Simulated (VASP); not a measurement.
# In (Fm-3m) in VASP: further runs

In is run at these levels: PBE; tasks: single point.

All numbers are computed with VASP 6.6.1; they aren't measurements. Logs are shortened: lines on timing, memory, paths and dates and some standing lists are left out, and cuts for length are marked.

**1. The cell of the first run**

The structure is cubic, space group Fm-3m (No. 225). Conventional cell: a = 4.712 Å, b = 4.712 Å, c = 4.712 Å, α = 90.00°, β = 90.00°, γ = 90.00°. Within 4.4 Å of In (site symmetry m-3m) lie 12 In at 3.33 Å.

**2. Single point, PBE**

INCAR reads:

```
PREC = Accurate
ENCUT = 520
EDIFF = 1E-6
ISMEAR = 0
SIGMA = 0.05
LREAL = False
LASPH = True
NELM = 80
ALGO = Fast
ISIF = 2
LWAVE = False
LCHARG = True
GGA = PE
LELF = True
LVHAR = True
NBANDS = 12
```

KPOINTS reads:

```
regular mesh
0
Gamma
  16 16 16
```

POSCAR reads:

```
In
1.0
    0.0000000000      2.3561060463      2.3561060463
    2.3561060463      0.0000000000      2.3561060463
    2.3561060463      2.3561060463      0.0000000000
In
1
Direct
    0.0000000000      0.0000000000      0.0000000000
```

Potentials or basis: VASP PAW PBE potentials, release 64 (In_d).

On the command line:

```
cat potpaw_PBE.64/In_d/POTCAR > POTCAR
mpirun -np 1 vasp_std > vasp.out
```

OUTCAR:

```text
PREC = Accurate
   ENCUT = 520
   EDIFF = 1E-6
   ISMEAR = 0
   LREAL = False
   LASPH = True
   NELM = 80
   ISIF = 2
   GGA = PE

 ion  position               nearest neighbor table
   1  0.000  0.000  0.000-

  LATTYP: Found a face centered cubic cell.
 ALAT       =     4.7122120926

  Lattice vectors:

 A1 = (   0.0000000000,   2.3561060463,   2.3561060463)
 A2 = (   2.3561060463,   0.0000000000,   2.3561060463)
 A3 = (   2.3561060463,   2.3561060463,   0.0000000000)

Analysis of symmetry for initial positions (statically):
=====================================================================
 Subroutine PRICEL returns:
 Original cell was already a primitive cell.

 Routine SETGRP: Setting up the symmetry group for a
 face centered cubic supercell.

 Subroutine GETGRP returns: Found 48 space group operations
 (whereof 48 operations were pure point group operations)
 out of a pool of 48 trial point group operations.

The static configuration has the point symmetry O_h .

Analysis of symmetry for dynamics (positions and initial velocities):
=====================================================================
 Subroutine PRICEL returns:
 Original cell was already a primitive cell.

 Routine SETGRP: Setting up the symmetry group for a
 face centered cubic supercell.

 Subroutine GETGRP returns: Found 48 space group operations
 (whereof 48 operations were pure point group operations)
 out of a pool of 48 trial point group operations.

The dynamic configuration has the point symmetry O_h .

 Subroutine INISYM returns: Found 48 space group operations
 (whereof 48 operations are pure point group operations),
 and found     1 'primitive' translations

----------------------------------------------------------------------------------------

                                     Primitive cell

  volume of cell :      26.1586

  direct lattice vectors                    reciprocal lattice vectors
     0.000000000  2.356106046  2.356106046    -0.212214557  0.212214557  0.212214557
     2.356106046  0.000000000  2.356106046     0.212214557 -0.212214557  0.212214557
     2.356106046  2.356106046  0.000000000     0.212214557  0.212214557 -0.212214557

  length of vectors
     3.332037125  3.332037125  3.332037125     0.367566394  0.367566394  0.367566394

  position of ions in fractional coordinates (direct lattice)
     0.000000000  0.000000000  0.000000000

  ion indices of the primitive-cell ions
   primitive index   ion index
                 1           1

----------------------------------------------------------------------------------------

 KPOINTS: regular mesh

Automatic generation of k-mesh.
 Grid dimensions read from file:
 generate k-points for:   16   16   16

 Generating k-lattice:

  Cartesian coordinates                     Fractional coordinates (reciprocal lattice)
    -0.013263410  0.013263410  0.013263410     0.062500000  0.000000000  0.000000000
     0.013263410 -0.013263410  0.013263410     0.000000000  0.062500000  0.000000000
     0.013263410  0.013263410 -0.013263410     0.000000000  0.000000000  0.062500000

  Length of vectors
     0.022972900  0.022972900  0.022972900

  Shift w.r.t. Gamma in fractional coordinates (k-lattice)
     0.000000000  0.000000000  0.000000000

 Subroutine IBZKPT returns following result:
 ===========================================

 Found    145 irreducible k-points:

 Following reciprocal coordinates:
            Coordinates               Weight
  0.000000  0.000000  0.000000      1.000000
  0.062500  0.000000  0.000000      8.000000
  0.125000  0.000000  0.000000      8.000000
  0.187500  0.000000  0.000000      8.000000
  0.250000  0.000000  0.000000      8.000000
  0.312500  0.000000  0.000000      8.000000
[... 16 lines left out ...]
 -0.125000  0.062500  0.000000     24.000000
 -0.062500  0.062500  0.000000     12.000000
 [... further k-points ...]
   k-points           NKPTS =    145   k-points in BZ     NKDIM =    145   number of bands    NBANDS=     12
   number of dos      NEDOS =    301   number of ions     NIONS =      1
   total plane-waves  NPLWV =  21952
   dimension x,y,z NGX =    28 NGY =   28 NGZ =   28
   dimension x,y,z NGXF=    56 NGYF=   56 NGZF=   56
   ions per type =               1
   NGX,Y,Z   is equivalent  to a cutoff of  13.97, 13.97, 13.97 a.u.
   NGXF,Y,Z  is equivalent  to a cutoff of  27.94, 27.94, 27.94 a.u.
 SYSTEM =  unknown system
   PREC   = accura    normal or accurate (medium, high low for compatibility)
   ISTART =      0    job   : 0-new  1-cont  2-samecut
   ICHARG =      2    charge: 1-file 2-atom 10-const
   ISPIN  =      1    spin polarized calculation?
   LNONCOLLINEAR =      F non collinear calculations
   LSORBIT =      F    spin-orbit coupling
   LASPH  =      T    aspherical Exc in radial PAW
   ENCUT  =  520.0 eV  38.22 Ry    6.18 a.u.   6.20  6.20  6.20*2*pi/ulx,y,z
   NELM   =     80;   NELMIN=  2; NELMDL= -5     # of ELM steps
   EDIFF  = 0.1E-05   stopping-criterion for ELM
   LREAL  =      F    real-space projection
   EDIFFG = 0.1E-04   stopping-criterion for IOM
   NSW    =      0    number of steps for IOM
   IBRION =     -1    ionic relax: 0-MD 1-quasi-New 2-CG
   NFREE  =      0    steps in history (QN), initial steepest desc. (CG)
   ISIF   =      2    stress and relaxation
   ISYM   =      2    0-nonsym 1-usesym 2-fastsym
   POTIM  = 0.5000    time-step for ionic-motion
   TEBEG  =    0.0;   TEEND  =   0.0 temperature during run
   PSTRESS=    0.0 pullay stress
   NELECT =      13.0000    total number of electrons
   NUPDOWN=      -1.0000    fix difference up-down
   EMIN   =  10.00;   EMAX   =-10.00  energy-range for DOS
   EFERMI =   0.00;   METHOD = LEGACY
   ISMEAR =     0;   SIGMA  =   0.05  broadening in eV -4-tet -1-fermi 0-gaus
   EFERMI_NEDOS =   21; number of points for ismear=-14 and -15
   IALGO  =     68    algorithm
   IMIX   =      4    mixing-type and parameters
     AMIX     =   0.40;   BMIX     =  1.00
     AMIX_MAG =   1.60;   BMIX_MAG =  1.00
  volume/ion in A,a.u.               =      26.16       176.53
  Fermi-wavevector in a.u.,A,eV,Ry     =   1.296735  2.450473 22.878479  1.681521
  Thomas-Fermi vector in A             =   2.428172
   LORBIT       =      0    0 simple, 1 ext, 2 COOP (PROOUT), +10 PAW based schemes
   GGA     = PE    functional components
   LHFCALC =     F    Hartree Fock is set to
   AEXX    =    0.0000 exact exchange contribution
   IVDW    =     0    specifies the selected vdW correction
   LEPSILON=     F    determine dielectric tensor
   LRPA    =     F    only Hartree local field effects (RPA)
 non-spin polarized calculation
 RMM-DIIS sequential band-by-band and
 Gauss-broadening in eV      SIGMA  =   0.05
  energy-cutoff  :      520.00
  volume of cell :       26.16
 maximum number of plane-waves:       725
 NGX is ok and might be reduce to    28
   NGX = 13   NGY = 13   NGZ = 13

 number of electron      13.0000004 magnetization

 Free energy of the ion-electron system (eV)
  ---------------------------------------------------
  ext. energy  EPLUGINS =         0.00000000
  ---------------------------------------------------
  free energy    TOTEN  =        -2.55024072 eV

  energy without entropy =       -2.54914702  energy(sigma->0) =       -2.54969387

 E-fermi :   7.5443     XC(G=0): -10.2535

 val. band max:        7.5271681456   @ k =   0.4375   0.1875   0.0000
 cond. band min:       7.5475120612   @ k =  -0.3125   0.2500   0.0000
 fundamental gap:      0.0203439156
 Fermi energy:         7.5443097508

 k-point     1 :       0.0000    0.0000    0.0000
  band No.  band energies     occupation
      1      -7.1083      2.00000
      2      -7.1083      2.00000
      3      -7.1083      2.00000
      4      -6.9369      2.00000
      5      -6.9369      2.00000
      6      -2.0196      2.00000
      7      18.1015      0.00000
      8      18.1015      0.00000
      9      18.1015      0.00000
     10      19.0430      0.00000
     11      21.5148      0.00000
     12      21.5148      0.00000

 k-point     2 :       0.0625    0.0000    0.0000
  band No.  band energies     occupation
      1      -7.1094      2.00000
      2      -7.1015      2.00000
      3      -7.1015      2.00000
      4      -6.9378      2.00000
      5      -6.9378      2.00000
      6      -1.9342      2.00000
      7      16.9665      0.00000
      8      17.9421      0.00000
      9      17.9421      0.00000
     10      18.8880      0.00000
     11      21.7853      0.00000
     12      21.7854      0.00000

 k-point     3 :       0.1250    0.0000    0.0000
  band No.  band energies     occupation
      1      -7.1133      2.00000
      2      -7.0847      2.00000
      3      -7.0847      2.00000
      4      -6.9375      2.00000
      5      -6.9375      2.00000
      6      -1.6764      2.00000
      7      14.8854      0.00000
      8      17.5721      0.00000
      9      17.5721      0.00000
     10      18.8128      0.00000
     11      22.4785      0.00000
     12      22.5636      0.00000
[... 286 lines left out ...]
 k-point    23 :      -0.1250    0.0625    0.0000
  band No.  band energies     occupation
      1      -7.1186      2.00000
      2      -7.0743      2.00000
      3      -7.0696      2.00000
      4      -6.9523      2.00000
      5      -6.9210      2.00000
      6      -1.4747      2.00000
      7      14.2169      0.00000
      8      15.8420      0.00000
      9      18.2241      0.00000
     10      19.2010      0.00000
     11      21.8465      0.00000
     12      21.9888      0.00000

 k-point    24 :      -0.0625    0.0625    0.0000
  band No.  band energies     occupation
      1      -7.1138      2.00000
      2      -7.0930      2.00000
      3      -7.0863      2.00000
      4      -6.9462      2.00000
      5      -6.9314      2.00000
      6      -1.7913      2.00000
      7      16.2391      0.00000
      8      16.4842      0.00000
      9      18.2771      0.00000
     10      19.0213      0.00000
     11      21.6339      0.00000
     12      22.2134      0.00000

 [... further k-points ...]

------------------------ aborting loop because EDIFF is reached ----------------------------------------

  FORCE on cell =-STRESS in cart. coord.  units (eV):
  Direction    XX          YY          ZZ          XY          YZ          ZX
  --------------------------------------------------------------------------------------
  -------------------------------------------------------------------------------------
  Total        0.3218013      0.3218013      0.3218013     -0.0000000      0.0000000      0.0000000
  in kB       19.7098742     19.7098742     19.7098742     -0.0000000      0.0000000      0.0000000
  external PRESSURE =      19.7098742 kB  Pullay stress =       0.0000000 kB

 VOLUME and BASIS-vectors are now :
 -----------------------------------------------------------------------------
  energy-cutoff  :      520.00
  volume of cell :       26.16
      direct lattice vectors                 reciprocal lattice vectors
     0.000000000  2.356106046  2.356106046    -0.212214557  0.212214557  0.212214557
     2.356106046  0.000000000  2.356106046     0.212214557 -0.212214557  0.212214557
     2.356106046  2.356106046  0.000000000     0.212214557  0.212214557 -0.212214557

 POSITION                                       TOTAL-FORCE (eV/Angst)
 -----------------------------------------------------------------------------------
      0.00000      0.00000      0.00000         0.000000      0.000000      0.000000
 -----------------------------------------------------------------------------------
    total drift:                               -0.000000     -0.000000     -0.000000

  FREE ENERGIE OF THE ION-ELECTRON SYSTEM (eV)
  ---------------------------------------------------
  free  energy   TOTEN  =        -2.5502407244 eV

  energy  without entropy=       -2.5491470232  energy(sigma->0) =       -2.54969387
```

Wall time 25 s (1 thread of Intel Xeon 6975P-C (Granite Rapids), shared host); peak memory 0.18 GiB.

Results:

```
Free energy : -2.5502 eV
Pressure    : 2.0 GPa
```

Caveat: spin-orbit coupling is left out, which moves the levels of the heavy elements.

**3. Single point, PBE**

This run uses another cell than the first one, of 26.52 Å³/atom, 1.014 times its volume.

INCAR reads:

```
SYSTEM = In
PREC = Accurate ; ENCUT = 520
EDIFF = 1E-7 ; ISMEAR = 0
SIGMA = 0.05 ; LREAL = .False.
LASPH = .True. ; NELM = 60
ALGO = Normal ; ISIF = 2
LWAVE = .False. ; LCHARG = .False.
GGA = PE ; NBANDS = 12
```

KPOINTS reads:

```
Automatic mesh
0
Gamma
  16 16 16
  0 0 0
```

POSCAR reads:

```
In
1.0
    0.0000000000      2.3669403945      2.3669403945
    2.3669403945      0.0000000000      2.3669403945
    2.3669403945      2.3669403945      0.0000000000
In
1
Direct
    0.0000000000      0.0000000000      0.0000000000
```

Potentials or basis: VASP PAW PBE potentials, release 64 (In_d).

On the command line:

```
cat potpaw_PBE.64/In_d/POTCAR > POTCAR
mpirun -np 1 vasp_std > vasp.out
```

Run time: 18 s. Hardware: 1 thread of Intel Xeon 6975P-C (Granite Rapids), shared host; peak memory 0.18 GiB.

The run converged. Its results:

```yaml
Free_energy: -2.5543 eV
Pressure: 1.4 GPa
```

Levels at points of the mesh, in eV from the Fermi level:
| k point | band 3 | band 4 | band 5 | band 6 | band 7 | band 8 | band 9 | band 10 |
| --- | --- | --- | --- | --- | --- | --- | --- | --- |
| (0.00, 0.00, 0.00) | -14.64 | -14.47 | -14.47 | -9.47 | 10.43 | 10.43 | 10.43 | 11.47 |
| (0.50, 0.00, 0.00) | -14.63 | -14.32 | -14.32 | -4.33 | -3.34 | 8.31 | 8.31 | 10.80 |
| (0.50, 0.50, 0.00) | -14.33 | -14.28 | -14.28 | -2.19 | -2.13 | 3.99 | 3.99 | 7.29 |

Caveat: spin-orbit coupling is left out, which moves the levels of the heavy elements.
